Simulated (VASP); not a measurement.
# Sr2Br (P6/mmm) in VASP: further runs

Sr2Br is run at these levels: PBE; tasks: single point, relaxation of cell and atoms.

All numbers are computed with VASP 6.6.1; they aren't measurements. Logs are shortened: lines on timing, memory, paths and dates and some standing lists are left out, and cuts for length are marked.

### Step 1. The cell of the first run

It takes space group P6/mmm (No. 191, hexagonal). Conventional cell: a = 5.717 Å, b = 5.717 Å, c = 4.078 Å, α = 90.00°, β = 90.00°, γ = 120.00°. Within 4.3 Å of Sr (site symmetry -6m2) lie 3 Br at 3.30 Å and 5 Sr at 3.30 to 4.08 Å. Within 4.3 Å of Br (site symmetry 6/mmm) lie 6 Sr at 3.30 Å and 2 Br at 4.08 Å.

### Step 2. Single point, PBE

The input, INCAR:

```
SYSTEM = Sr2Br
PREC     = Accurate       ! precision mode
ENCUT    = 520            ! plane-wave cutoff, eV
EDIFF    = 1E-7           ! SCF threshold, eV
ISMEAR   = 0              ! smearing method
SIGMA    = 0.1            ! smearing width, eV
LREAL    = .FALSE.        ! projectors in reciprocal space
LASPH    = .TRUE.         ! aspherical terms in the spheres
NELM     = 80             ! most SCF steps
ALGO     = Normal         ! electronic algorithm
ISIF     = 2              ! what is computed and relaxed
LWAVE    = .FALSE.        ! write WAVECAR
LCHARG   = .FALSE.        ! write CHGCAR
GGA      = PE             ! functional
NBANDS   = 20             ! bands
```

The input, KPOINTS:

```
Automatic mesh
0
G
  6 6 4
  0 0 0
```

The input, POSCAR:

```
Sr2Br
1.0
    5.7173646700      0.0000000000      0.0000000000
   -2.8586823300      4.9513830500      0.0000000000
    0.0000000000      0.0000000000      4.0780183500
Sr Br
2 1
Direct
    0.3333333300      0.6666666700      0.0000000000
    0.6666666700      0.3333333300      0.0000000000
    0.0000000000      0.0000000000      0.0000000000
```

Potentials or basis: VASP PAW PBE potentials, release 64 (Sr_sv, Br).

The run is started by

```
cat potpaw_PBE.64/Sr_sv/POTCAR potpaw_PBE.64/Br/POTCAR > POTCAR
mpirun -np 1 vasp_std > vasp.out
```

OUTCAR:

```text
SYSTEM = Sr2Br
   PREC = Accurate
   ENCUT = 520
   EDIFF = 1E-7
   ISMEAR = 0
   LREAL = .FALSE.
   LASPH = .TRUE.
   NELM = 80
   ISIF = 2
   GGA = PE

 ion  position               nearest neighbor table
   1  0.333  0.667  0.000-   3 3.30   2 3.30   2 3.30   3 3.30   3 3.30   2 3.30
   2  0.667  0.333  0.000-   3 3.30   1 3.30   1 3.30   3 3.30   3 3.30   1 3.30
   3  0.000  0.000  0.000-   1 3.30   2 3.30   2 3.30   1 3.30   2 3.30   1 3.30

  LATTYP: Found a hexagonal cell.
 ALAT       =     5.7173646700
 C/A-ratio  =     0.7132688897

  Lattice vectors:

 A1 = (   5.7173646700,   0.0000000000,   0.0000000000)
 A2 = (  -2.8586823300,   4.9513830500,   0.0000000000)
 A3 = (   0.0000000000,   0.0000000000,   4.0780183500)

Analysis of symmetry for initial positions (statically):
=====================================================================
 Subroutine PRICEL returns:
 Original cell was already a primitive cell.

 Routine SETGRP: Setting up the symmetry group for a
 hexagonal supercell.

 Subroutine GETGRP returns: Found 24 space group operations
 (whereof 24 operations were pure point group operations)
 out of a pool of 24 trial point group operations.

The static configuration has the point symmetry D_6h.

Analysis of symmetry for dynamics (positions and initial velocities):
=====================================================================
 Subroutine PRICEL returns:
 Original cell was already a primitive cell.

 Routine SETGRP: Setting up the symmetry group for a
 hexagonal supercell.

 Subroutine GETGRP returns: Found 24 space group operations
 (whereof 24 operations were pure point group operations)
 out of a pool of 24 trial point group operations.

The dynamic configuration has the point symmetry D_6h.

 Subroutine INISYM returns: Found 24 space group operations
 (whereof 24 operations are pure point group operations),
 and found     1 'primitive' translations

----------------------------------------------------------------------------------------

                                     Primitive cell

  volume of cell :     115.4441

  direct lattice vectors                    reciprocal lattice vectors
     5.717364670  0.000000000  0.000000000     0.174905758  0.100981886  0.000000000
    -2.858682330  4.951383050  0.000000000     0.000000000  0.201963773  0.000000000
     0.000000000  0.000000000  4.078018350     0.000000000  0.000000000  0.245217141

  length of vectors
     5.717364670  5.717364670  4.078018350     0.201963773  0.201963773  0.245217141

  position of ions in fractional coordinates (direct lattice)
     0.333333330  0.666666670  0.000000000
     0.666666670  0.333333330  0.000000000
     0.000000000  0.000000000  0.000000000

  ion indices of the primitive-cell ions
   primitive index   ion index
                 1           1
                 2           2
                 3           3

----------------------------------------------------------------------------------------

 KPOINTS: Automatic mesh

Automatic generation of k-mesh.
 Grid dimensions read from file:
 generate k-points for:    6    6    4

 Generating k-lattice:

  Cartesian coordinates                     Fractional coordinates (reciprocal lattice)
     0.029150960  0.016830314  0.000000000     0.166666667  0.000000000  0.000000000
     0.000000000  0.033660629  0.000000000     0.000000000  0.166666667  0.000000000
     0.000000000  0.000000000  0.061304285     0.000000000  0.000000000  0.250000000

  Length of vectors
     0.033660629  0.033660629  0.061304285

  Shift w.r.t. Gamma in fractional coordinates (k-lattice)
     0.000000000  0.000000000  0.000000000

 Subroutine IBZKPT returns following result:
 ===========================================

 Found     21 irreducible k-points:

 Following reciprocal coordinates:
            Coordinates               Weight
  0.000000  0.000000  0.000000      1.000000
  0.166667  0.000000  0.000000      6.000000
  0.333333  0.000000  0.000000      6.000000
  0.500000  0.000000  0.000000      3.000000
  0.166667  0.166667  0.000000      6.000000
  0.333333  0.166667  0.000000     12.000000
[... 13 lines left out ...]
  0.333333  0.166667  0.500000     12.000000
  0.333333  0.333333  0.500000      2.000000
   k-points           NKPTS =     21   k-points in BZ     NKDIM =     21   number of bands    NBANDS=     20
   number of dos      NEDOS =    301   number of ions     NIONS =      3
   total plane-waves  NPLWV =  69120
   dimension x,y,z NGX =    48 NGY =   48 NGZ =   30
   dimension x,y,z NGXF=    96 NGYF=   96 NGZF=   60
   ions per type =               2   1
   NGX,Y,Z   is equivalent  to a cutoff of  13.96, 13.96, 12.23 a.u.
   NGXF,Y,Z  is equivalent  to a cutoff of  27.91, 27.91, 24.46 a.u.
 SYSTEM =  Sr2Br
   PREC   = accura    normal or accurate (medium, high low for compatibility)
   ISTART =      0    job   : 0-new  1-cont  2-samecut
   ICHARG =      2    charge: 1-file 2-atom 10-const
[... 42 lines left out ...]
 NGX is ok and might be reduce to    48
   NGX = 21   NGY = 21   NGZ = 15

 number of electron      27.0000002 magnetization

 Free energy of the ion-electron system (eV)
  ---------------------------------------------------
  ext. energy  EPLUGINS =         0.00000000
  ---------------------------------------------------
  free energy    TOTEN  =        -5.59680558 eV

  energy without entropy =       -5.57657616  energy(sigma->0) =       -5.58669087

 E-fermi :   2.9362     XC(G=0):  -8.1656

 val. band max:        2.9140420796   @ k =   0.3333   0.1667   0.5000
 cond. band min:       2.9401573453   @ k =   0.1667   0.1667   0.5000
 fundamental gap:      0.0261152657
 Fermi energy:         2.9362058607

 k-point     1 :       0.0000    0.0000    0.0000
  band No.  band energies     occupation
      1     -34.0730      2.00000
      2     -33.9092      2.00000
      3     -16.4683      2.00000
      4     -16.4683      2.00000
      5     -15.8492      2.00000
      6     -15.8108      2.00000
[... 12 lines left out ...]
     19       5.4868      0.00000
     20       6.9053      0.00000

 k-point     2 :       0.1667    0.0000    0.0000
  band No.  band energies     occupation
      1     -34.0635      2.00000
      2     -33.9190      2.00000
      3     -16.4880      2.00000
      4     -16.4440      2.00000
      5     -15.8636      2.00000
      6     -15.8387      2.00000
[... 12 lines left out ...]
     19       5.4742      0.00000
     20       6.3021      0.00000

 k-point     3 :       0.3333    0.0000    0.0000
  band No.  band energies     occupation
      1     -34.0388      2.00000
      2     -33.9443      2.00000
      3     -16.5240      2.00000
      4     -16.4083      2.00000
      5     -15.9414      2.00000
      6     -15.8116      2.00000
[... 12 lines left out ...]
     19       5.6451      0.00000
     20       5.6520      0.00000

 k-point     4 :       0.5000    0.0000    0.0000
  band No.  band energies     occupation
      1     -34.0189      2.00000
      2     -33.9644      2.00000
      3     -16.5407      2.00000
      4     -16.4005      2.00000
      5     -15.9637      2.00000
      6     -15.7898      2.00000
[... 12 lines left out ...]
     19       5.2668      0.00000
     20       5.9122      0.00000

 k-point     5 :       0.1667    0.1667    0.0000
  band No.  band energies     occupation
      1     -34.0460      2.00000
      2     -33.9369      2.00000
      3     -16.5398      2.00000
      4     -16.3826      2.00000
      5     -15.9396      2.00000
      6     -15.8195      2.00000
[... 12 lines left out ...]
     19       5.3755      0.00000
     20       5.4744      0.00000
[... 284 lines left out ...]
      6     -15.9498      2.00000
[... 12 lines left out ...]
     19       6.0929      0.00000
     20       6.3191      0.00000

 k-point    19 :       0.1667    0.1667    0.5000
  band No.  band energies     occupation
      1     -34.0375      2.00000
      2     -33.9290      2.00000
      3     -16.5179      2.00000
      4     -16.3635      2.00000
      5     -15.9852      2.00000
      6     -15.9236      2.00000
[... 12 lines left out ...]
     19       6.1357      0.00000
     20       6.2014      0.00000

 k-point    20 :       0.3333    0.1667    0.5000
  band No.  band energies     occupation
      1     -34.0106      2.00000
      2     -33.9564      2.00000
      3     -16.5725      2.00000
      4     -16.2878      2.00000
      5     -15.9973      2.00000
      6     -15.9499      2.00000
[... 12 lines left out ...]
     19       6.6064      0.00000
     20       6.8576      0.00000

 k-point    21 :       0.3333    0.3333    0.5000
  band No.  band energies     occupation
      1     -33.9836      2.00000
      2     -33.9836      2.00000
      3     -16.6164      2.00000
      4     -16.1314      2.00000
      5     -16.1314      2.00000
      6     -15.9147      2.00000
[... 12 lines left out ...]
     19       7.2492      0.00000
     20       7.2519      0.00000

------------------------ aborting loop because EDIFF is reached ----------------------------------------

  FORCE on cell =-STRESS in cart. coord.  units (eV):
  Direction    XX          YY          ZZ          XY          YZ          ZX
  --------------------------------------------------------------------------------------
  -------------------------------------------------------------------------------------
  Total        4.2101436      4.2101436     -1.1324472      0.0000000      0.0000000      0.0000000
  in kB       58.4300011     58.4300012    -15.7165401      0.0000001      0.0000000      0.0000000
  external PRESSURE =      33.7144874 kB  Pullay stress =       0.0000000 kB

 VOLUME and BASIS-vectors are now :
 -----------------------------------------------------------------------------
  energy-cutoff  :      520.00
  volume of cell :      115.44
      direct lattice vectors                 reciprocal lattice vectors
     5.717364670  0.000000000  0.000000000     0.174905758  0.100981886  0.000000000
    -2.858682330  4.951383050  0.000000000     0.000000000  0.201963773  0.000000000
     0.000000000  0.000000000  4.078018350     0.000000000  0.000000000  0.245217141

 POSITION                                       TOTAL-FORCE (eV/Angst)
 -----------------------------------------------------------------------------------
     -0.00000      3.30092      0.00000        -0.000000      0.000000      0.000000
      2.85868      1.65046      0.00000         0.000000     -0.000000      0.000000
      0.00000      0.00000      0.00000         0.000000      0.000000      0.000000
 -----------------------------------------------------------------------------------
    total drift:                               -0.000000      0.000000     -0.000000

  FREE ENERGIE OF THE ION-ELECTRON SYSTEM (eV)
  ---------------------------------------------------
  free  energy   TOTEN  =        -5.5968055785 eV

  energy  without entropy=       -5.5765761583  energy(sigma->0) =       -5.58669087
```

Run time: 37 s. Hardware: 1 thread of AMD EPYC 9R45 (Zen 5), shared host; peak memory 0.23 GiB.

What came out:

* Free energy: -5.5968 eV
* Pressure: 3.4 GPa

Stress tensor (GPa, compression positive):
```
 5.84  0.00  0.00
 0.00  5.84  0.00
 0.00  0.00 -1.57
```

Levels at points of the mesh, in eV from the Fermi level:
| k point | band 10 | band 11 | band 12 | band 13 | band 14 | band 15 | band 16 | band 17 |
| --- | --- | --- | --- | --- | --- | --- | --- | --- |
| (0.00, 0.00, 0.00) | -5.44 | -5.44 | -3.76 | -2.51 | 0.75 | 1.45 | 1.45 | 1.55 |
| (0.50, 0.00, 0.00) | -5.73 | -5.28 | -3.81 | -0.88 | -0.74 | 0.60 | 1.04 | 2.11 |
| (0.00, 0.00, 0.50) | -5.25 | -5.25 | -4.99 | -0.32 | 0.39 | 0.39 | 0.88 | 2.07 |
| (0.50, 0.00, 0.50) | -5.43 | -5.09 | -5.02 | -0.28 | 0.03 | 0.23 | 0.56 | 1.56 |

Caveat: the k points lie up to 0.39 Å⁻¹ apart; an odd number of electrons without spin polarisation forces a metal; a magnetic or distorted state may lie lower.

### Step 3. Single point, PBE

This run uses another cell than the first one, of 48.32 Å³/atom, 1.256 times its volume.

The input, INCAR:

```
SYSTEM = Sr2Br
PREC     = Accurate       ! precision mode
ENCUT    = 520            ! plane-wave cutoff, eV
EDIFF    = 1E-6           ! SCF threshold, eV
ISMEAR   = 0              ! smearing method
SIGMA    = 0.1            ! smearing width, eV
LREAL    = .FALSE.        ! projectors in reciprocal space
LASPH    = .TRUE.         ! aspherical terms in the spheres
NELM     = 60             ! most SCF steps
ALGO     = Normal         ! electronic algorithm
ISIF     = 2              ! what is computed and relaxed
LWAVE    = .FALSE.        ! write WAVECAR
LCHARG   = .TRUE.         ! write CHGCAR
GGA      = PE             ! functional
LELF     = .TRUE.         ! ELF
LVHAR    = .TRUE.       
NBANDS   = 20             ! bands
```

KPOINTS is that of step 2.

The input, POSCAR:

```
Sr2Br
1.0
    6.4101281826     -0.0000000032      0.0000000000
   -3.2050640885      5.5513338492      0.0000000000
    0.0000000000      0.0000000000      4.0738393505
Sr Br
2 1
Direct
    0.3333333333      0.6666666667      0.0000000000
    0.6666666667      0.3333333333      0.0000000000
    0.0000000000      0.0000000000      0.0000000000
```

Potentials or basis: VASP PAW PBE potentials, release 64 (Sr_sv, Br).

The run is started by

```
cat potpaw_PBE.64/Sr_sv/POTCAR potpaw_PBE.64/Br/POTCAR > POTCAR
mpirun -np 1 vasp_std > vasp.out
```

Run time: 33 s. Hardware: 1 thread of AMD EPYC 9R45 (Zen 5), shared host; peak memory 0.23 GiB.

It converged, with:

```
Free energy : -6.0661 eV
Pressure    : 0.1 GPa
```

Stress tensor (GPa, compression positive):
```
0.17 0.00 0.00
0.00 0.17 0.00
0.00 0.00 0.08
```

Levels at points of the mesh, in eV from the Fermi level:
```csv
k point,band 11,band 12,band 13,band 14,band 15,band 16,band 17,band 18
"(0.00, 0.00, 0.00)",-4.21,-2.69,-2.69,0.62,0.77,0.77,0.78,2.82
"(0.50, 0.00, 0.00)",-4.14,-2.70,-1.21,-1.07,0.72,0.75,1.49,1.55
"(0.00, 0.00, 0.50)",-3.96,-3.96,-0.62,0.38,0.38,0.54,1.82,1.82
"(0.50, 0.00, 0.50)",-3.95,-3.89,-0.03,0.08,0.36,0.51,1.18,1.46
```

Caveat: the k points lie up to 0.39 Å⁻¹ apart; an odd number of electrons without spin polarisation forces a metal; a magnetic or distorted state may lie lower.

### Step 4. Relaxation of cell and atoms, PBE

The input, INCAR:

```
SYSTEM = Sr2Br
  PREC = Accurate
  ENCUT = 600
  EDIFF = 1E-6
  ISMEAR = 0
  SIGMA = 0.1
  LREAL = .False.
  LASPH = .True.
  NELM = 100
  ALGO = Normal
  ISIF = 3
  LWAVE = .False.
  LCHARG = .False.
  GGA = PE
  IBRION = 2
  NSW = 90
  EDIFFG = -0.04
```

The input, KPOINTS:

```
Automatic mesh
0
Gamma
  6 6 4
  0 0 0
```

The input, POSCAR:

```
Sr2Br
1.0
    5.7173646700      0.0000000000      0.0000000000
   -2.8586823300      4.9513830500      0.0000000000
    0.0000000000      0.0000000000      4.0780183500
Sr Br
2 1
Direct
    0.3333333300      0.6666666700      0.0000000000
    0.6666666700      0.3333333300      0.0000000000
    0.0000000000      0.0000000000      0.0000000000
```

The run is started by

```
cat potpaw_PBE.64/Sr_sv/POTCAR potpaw_PBE.64/Br/POTCAR > POTCAR
mpirun -np 1 vasp_std > vasp.out
```

Wall time 3.1 min (1 thread of AMD EPYC 9R45 (Zen 5), shared host); peak memory 0.28 GiB.

It converged, with:

| Quantity | Value |
| --- | --- |
| Free energy | -6.0658 eV |
| Relaxed volume | 49.08 Å³/atom |
| Relaxed cell | a = 6.449 Å, b = 6.449 Å, c = 4.088 Å, α = 90.00°, β = 90.00°, γ = 120.00° |
| Space group after relaxing (to 0.05 Å) | P6/mmm (No. 191) |
| Energy gained by relaxing | 156.4 meV/atom |
| Ionic steps | 7 |
| Pressure after relaxing | 0.0 GPa |

Step by step:
| step | energy change (eV) | largest force (eV/Å) | pressure (GPa) | volume (Å³) |
| --- | --- | --- | --- | --- |
| 1 | 0.0000 | 0.0000 | 3.37 | 115.44 |
| 2 | -0.3846 | 0.0000 | 1.38 | 129.22 |
| 3 | -0.4473 | 0.0000 | 0.66 | 137.12 |
| 4 | -0.4502 | 0.0000 | 0.54 | 139.08 |
| 5 | -0.4502 | 0.0000 | 0.50 | 139.63 |
| 6 | -0.4653 | 0.0000 | 0.23 | 143.63 |
| 7 | -0.4692 | 0.0000 | -0.01 | 147.24 |

Final structure:
```cif
data_structure
_symmetry_space_group_name_H-M 'P 1'
_symmetry_Int_Tables_number 1
_cell_length_a 6.4490
_cell_length_b 6.4490
_cell_length_c 4.0881
_cell_angle_alpha 90.000
_cell_angle_beta 90.000
_cell_angle_gamma 120.000
_cell_volume 147.24
loop_
_atom_site_label
_atom_site_type_symbol
_atom_site_fract_x
_atom_site_fract_y
_atom_site_fract_z
_atom_site_occupancy
Sr1 Sr 0.33333 0.66667 0.00000 1
Sr2 Sr 0.66667 0.33333 0.00000 1
Br1 Br 0.00000 0.00000 0.00000 1
```

Levels at points of the mesh, in eV from the Fermi level:
```csv
k point,band 11,band 12,band 13,band 14,band 15,band 16,band 17
"(0.00, 0.00, 0.00)",-4.15,-2.69,-2.66,0.58,0.74,0.74,0.77
"(0.50, 0.00, 0.00)",-4.09,-2.67,-1.22,-1.09,0.71,0.75,1.45
"(0.00, 0.00, 0.50)",-3.91,-3.90,-0.64,0.39,0.39,0.52,1.78
"(0.50, 0.00, 0.50)",-3.90,-3.84,-0.01,0.08,0.36,0.50,1.13
```

Caveat: the k points lie up to 0.38 Å⁻¹ apart in the final cell; the volume moved by over 15 % at a fixed basis, so the end points are rough; an odd number of electrons without spin polarisation forces a metal; a magnetic or distorted state may lie lower.

### Step 5. Overview

| task | cell | cutoff (eV) | gap on the mesh (eV) | pressure (GPa) |
| --- | --- | --- | --- | --- |
| single point | a = 5.717, b = 5.717, c = 4.078 Å, angles 90.0, 90.0, 120.0°, 3 atoms | 520 | none | 3.4 |
| single point | a = 6.410, b = 6.410, c = 4.074 Å, angles 90.0, 90.0, 120.0°, 3 atoms | 520 | none | 0.1 |
| relaxation of cell and atoms | relaxed from a = 5.717, b = 5.717, c = 4.078 Å, angles 90.0, 90.0, 120.0°, 3 atoms | 600 | none | 0.0 |

Alike in all rows: level PBE; potentials or basis VASP PAW PBE potentials, release 64 (Sr_sv, Br); no spin polarisation; k mesh 6 × 6 × 4; smearing gaussian 0.1 eV.

Caveats: all runs use coarse meshes; an odd number of electrons without spin polarisation forces a metal; a magnetic or distorted state may lie lower; the volume moved by over 15 % at a fixed basis, so the end points are rough (some runs).

Total energies depend on the potentials used, so only differences within one code and one set of settings carry meaning.
